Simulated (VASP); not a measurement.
Set up this calculation in VASP 6.6.1, as the native input.

```yaml
Task: single point
Functional: PBEsol
Potentials_or_basis: VASP PAW PBE potentials, release 64 (W_sv)
Cutoff: 520 eV
k_mesh: 23 × 23 × 7
Occupations: gaussian, width 0.15 eV
Spin: no spin polarisation
Dipole_correction: no
Further_INCAR_settings: ALGO = Fast; EDIFF = 1e-07; NBANDS = 36
```

The structure of W lies in POSCAR:

```
W
1.0
   -1.5771801388      1.5771801388     -1.5771801388
   -1.5771801388     -1.5771801388      1.5771801388
    0.0000000000      6.8390506409      6.8390506409
W
4
Direct
    0.0000000000      0.0000000000      0.8071486491
    0.5000000000      0.5000000000      0.1153069499
    0.0000000000      0.0000000000      0.3459208496
    0.5000000000      0.5000000000      0.5765347493
```

This cell differs from its parent crystal: the distance across one plane changed.

One way to write it, as run:

INCAR

```
SYSTEM = W
ALGO = Fast
EDIFF = 1E-7
ENCUT = 520
GGA = PS
ISIF = 2
ISMEAR = 0
LASPH = .True.
LCHARG = .False.
LREAL = .False.
LWAVE = .False.
NBANDS = 36
NELM = 80
PREC = Accurate
SIGMA = 0.15
```

KPOINTS

```
k-points
0
Gamma
  23 23 7
  0 0 0
```

Potentials or basis: VASP PAW PBE potentials, release 64 (W_sv).

Command:

```sh
$ cat potpaw_PBE.64/W_sv/POTCAR > POTCAR
$ mpirun -np 1 vasp_std > vasp.out
```

Results of the run:

| Property | Result |
| --- | --- |
| Pressure | -11.5 GPa |
| Largest force | 1.754 eV/Å |
| Band gap on the k mesh | zero (bands 28 and 29 overlap by 2.22 eV) |

Caveat: the cell differs from its parent crystal (the distance across one plane changed); the cell stands under tension; the PAW data sets were made with another functional, which shifts forces and pressure a little; spin-orbit coupling is left out, which moves the levels of the heavy elements.

Run time: 25 min on 1 thread of Oxide Virtual Turin-like Processor, with other jobs on the host, peak memory 0.9 GiB.
